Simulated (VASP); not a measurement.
# Sr in VASP: a series of runs

Runs on Sr. Level: PBEsol. Tasks: single point.

All numbers are computed with VASP 6.6.1; they aren't measurements. Logs are shortened: lines on timing, memory, paths and dates and some standing lists are left out, and cuts for length are marked.

## (1) The cell of the first run

It takes space group Fm-3m (No. 225, cubic). Conventional cell: a = 6.328 Å, b = 6.328 Å, c = 6.328 Å, α = 90.00°, β = 90.00°, γ = 90.00°. Within 5.9 Å of Sr (site symmetry m-3m) lie 12 Sr at 4.47 Å.

## (2) Single point, PBEsol (strain +0.040 along x and y, +0.040 along z)

The input, INCAR:

```
SYSTEM = Sr
  PREC = Accurate
  ENCUT = 520
  EDIFF = 1E-6
  ISMEAR = 0
  SIGMA = 0.03
  LREAL = .False.
  LASPH = .True.
  NELM = 100
  ALGO = Normal
  ISIF = 2
  LWAVE = .False.
  LCHARG = .False.
  GGA = PS
  NBANDS = 11
```

The input, KPOINTS:

```
regular mesh
0
Gamma
  10 10 10
  0 0 0
```

The input, POSCAR:

```
Sr
1.0
    0.0000000000      3.1640440000      3.1640440000
    3.1640440000      0.0000000000      3.1640440000
    3.1640440000      3.1640440000      0.0000000000
Sr
1
Direct
    0.0000000000      0.0000000000      0.0000000000
```

Potentials or basis: VASP PAW PBE potentials, release 64 (Sr_sv).

Command:

```
cat potpaw_PBE.64/Sr_sv/POTCAR > POTCAR
mpirun -np 1 vasp_std > vasp.out
```

OUTCAR:

```text
SYSTEM = Sr
   PREC = Accurate
   ENCUT = 520
   EDIFF = 1E-6
   ISMEAR = 0
   LREAL = .False.
   LASPH = .True.
   NELM = 100
   ISIF = 2
   GGA = PS

 ion  position               nearest neighbor table
   1  0.000  0.000  0.000-

  LATTYP: Found a face centered cubic cell.
 ALAT       =     6.3280880000

  Lattice vectors:

 A1 = (   0.0000000000,   3.1640440000,   3.1640440000)
 A2 = (   3.1640440000,   0.0000000000,   3.1640440000)
 A3 = (   3.1640440000,   3.1640440000,   0.0000000000)

Analysis of symmetry for initial positions (statically):
=====================================================================
 Subroutine PRICEL returns:
 Original cell was already a primitive cell.

 Routine SETGRP: Setting up the symmetry group for a
 face centered cubic supercell.

 Subroutine GETGRP returns: Found 48 space group operations
 (whereof 48 operations were pure point group operations)
 out of a pool of 48 trial point group operations.

The static configuration has the point symmetry O_h .

Analysis of symmetry for dynamics (positions and initial velocities):
=====================================================================
 Subroutine PRICEL returns:
 Original cell was already a primitive cell.

 Routine SETGRP: Setting up the symmetry group for a
 face centered cubic supercell.

 Subroutine GETGRP returns: Found 48 space group operations
 (whereof 48 operations were pure point group operations)
 out of a pool of 48 trial point group operations.

The dynamic configuration has the point symmetry O_h .

 Subroutine INISYM returns: Found 48 space group operations
 (whereof 48 operations are pure point group operations),
 and found     1 'primitive' translations

----------------------------------------------------------------------------------------

                                     Primitive cell

  volume of cell :      63.3516

  direct lattice vectors                    reciprocal lattice vectors
     0.000000000  3.164044000  3.164044000    -0.158025615  0.158025615  0.158025615
     3.164044000  0.000000000  3.164044000     0.158025615 -0.158025615  0.158025615
     3.164044000  3.164044000  0.000000000     0.158025615  0.158025615 -0.158025615

  length of vectors
     4.474633937  4.474633937  4.474633937     0.273708395  0.273708395  0.273708395

  position of ions in fractional coordinates (direct lattice)
     0.000000000  0.000000000  0.000000000

  ion indices of the primitive-cell ions
   primitive index   ion index
                 1           1
[... 79 lines left out ...]
   ISYM   =      2    0-nonsym 1-usesym 2-fastsym
   POTIM  = 0.5000    time-step for ionic-motion
   TEBEG  =    0.0;   TEEND  =   0.0 temperature during run
   PSTRESS=    0.0 pullay stress
   NELECT =      10.0000    total number of electrons
   NUPDOWN=      -1.0000    fix difference up-down
   EMIN   =  10.00;   EMAX   =-10.00  energy-range for DOS
   EFERMI =   0.00;   METHOD = LEGACY
   ISMEAR =     0;   SIGMA  =   0.03  broadening in eV -4-tet -1-fermi 0-gaus
   EFERMI_NEDOS =   21; number of points for ismear=-14 and -15
   IALGO  =     38    algorithm
   IMIX   =      4    mixing-type and parameters
     AMIX     =   0.40;   BMIX     =  1.00
     AMIX_MAG =   1.60;   BMIX_MAG =  1.00
  volume/ion in A,a.u.               =      63.35       427.52
  Fermi-wavevector in a.u.,A,eV,Ry     =   0.884754  1.671942 10.650489  0.782789
  Thomas-Fermi vector in A             =   2.005696
   LORBIT       =      0    0 simple, 1 ext, 2 COOP (PROOUT), +10 PAW based schemes
   GGA     = PS    functional components
   LHFCALC =     F    Hartree Fock is set to
   AEXX    =    0.0000 exact exchange contribution
   IVDW    =     0    specifies the selected vdW correction
   LEPSILON=     F    determine dielectric tensor
   LRPA    =     F    only Hartree local field effects (RPA)
 non-spin polarized calculation
 Gauss-broadening in eV      SIGMA  =   0.03
  energy-cutoff  :      520.00
  volume of cell :       63.35
 maximum number of plane-waves:      1724
 NGX is ok and might be reduce to    36
   NGX = 17   NGY = 17   NGZ = 17

 number of electron      10.0000000 magnetization

 Free energy of the ion-electron system (eV)
  ---------------------------------------------------
  ext. energy  EPLUGINS =         0.00000000
  ---------------------------------------------------
  free energy    TOTEN  =        -1.76652262 eV

  energy without entropy =       -1.76527496  energy(sigma->0) =       -1.76589879

 E-fermi :   1.0522     XC(G=0):  -7.0084

 val. band max:        1.0517903997   @ k =   0.5000   0.1000   0.0000
 cond. band min:       1.0619394991   @ k =  -0.4000   0.3000   0.0000
 fundamental gap:      0.0101490993
 Fermi energy:         1.0521522009

 k-point     1 :       0.0000    0.0000    0.0000
  band No.  band energies     occupation
      1     -35.7847      2.00000
      2     -17.7011      2.00000
      3     -17.7011      2.00000
      4     -17.7011      2.00000
      5      -2.3890      2.00000
      6       3.2235      0.00000
      7       3.2235      0.00000
      8       3.2235      0.00000
      9       4.4841      0.00000
     10       4.4841      0.00000
     11       7.7430      0.00000
[... 309 lines left out ...]
 k-point    24 :       0.4000    0.3000    0.0000
  band No.  band energies     occupation
      1     -35.7772      2.00000
      2     -17.7906      2.00000
      3     -17.7382      2.00000
      4     -17.7346      2.00000
      5      -0.3072      2.00000
      6       1.7218      0.00000
      7       2.3048      0.00000
      8       4.1780      0.00000
      9       4.4594      0.00000
     10       5.2901      0.00000
     11       6.5185      0.00000

 [... further k-points ...]

------------------------ aborting loop because EDIFF is reached ----------------------------------------

  FORCE on cell =-STRESS in cart. coord.  units (eV):
  Direction    XX          YY          ZZ          XY          YZ          ZX
  --------------------------------------------------------------------------------------
  -------------------------------------------------------------------------------------
  Total       -0.6802592     -0.6802592     -0.6802592      0.0000000     -0.0000000     -0.0000000
  in kB      -17.2039221    -17.2039221    -17.2039221      0.0000000     -0.0000000     -0.0000000
  external PRESSURE =     -17.2039221 kB  Pullay stress =       0.0000000 kB

 VOLUME and BASIS-vectors are now :
 -----------------------------------------------------------------------------
  energy-cutoff  :      520.00
  volume of cell :       63.35
      direct lattice vectors                 reciprocal lattice vectors
     0.000000000  3.164044000  3.164044000    -0.158025615  0.158025615  0.158025615
     3.164044000  0.000000000  3.164044000     0.158025615 -0.158025615  0.158025615
     3.164044000  3.164044000  0.000000000     0.158025615  0.158025615 -0.158025615

 POSITION                                       TOTAL-FORCE (eV/Angst)
 -----------------------------------------------------------------------------------
      0.00000      0.00000      0.00000         0.000000      0.000000     -0.000000
 -----------------------------------------------------------------------------------
    total drift:                               -0.000000      0.000000      0.000000

  FREE ENERGIE OF THE ION-ELECTRON SYSTEM (eV)
  ---------------------------------------------------
  free  energy   TOTEN  =        -1.7665226198 eV

  energy  without entropy=       -1.7652749634  energy(sigma->0) =       -1.76589879
```

stdout:

```text
POSCAR found type information on POSCAR Sr
 POSCAR found :  1 types and       1 ions
 scaLAPACK will be used
 -----------------------------------------------------------------------------
|                                                                             |
|                                                                             |
|     You enforced a specific xc type in the INCAR file but a different       |
|     I HOPE YOU KNOW WHAT YOU ARE DOING!                                     |
|                                                                             |
 -----------------------------------------------------------------------------

 LDA part: xc-table for (Slater+PW92), standard interpolation
 POSCAR, INCAR and KPOINTS ok, starting setup
 FFT: planning ... GRIDC
 FFT: planning ... GRID_SOFT
 FFT: planning ... GRID
 WAVECAR not read
 entering main loop
```

Run time: 39 s. Hardware: 1 thread of Intel Xeon 8259CL, shared host; peak memory 0.21 GiB.

Results:

* Free energy: -1.7665 eV
* Pressure: -1.7 GPa
* Band gap on the k mesh: zero (bands 5 and 6 overlap by 0.15 eV)

Caveat: the cell differs from its parent crystal (strain +0.040 along x and y, +0.040 along z); the PAW data sets were made with another functional, which shifts forces and pressure a little.

[end of part 1 of 2]
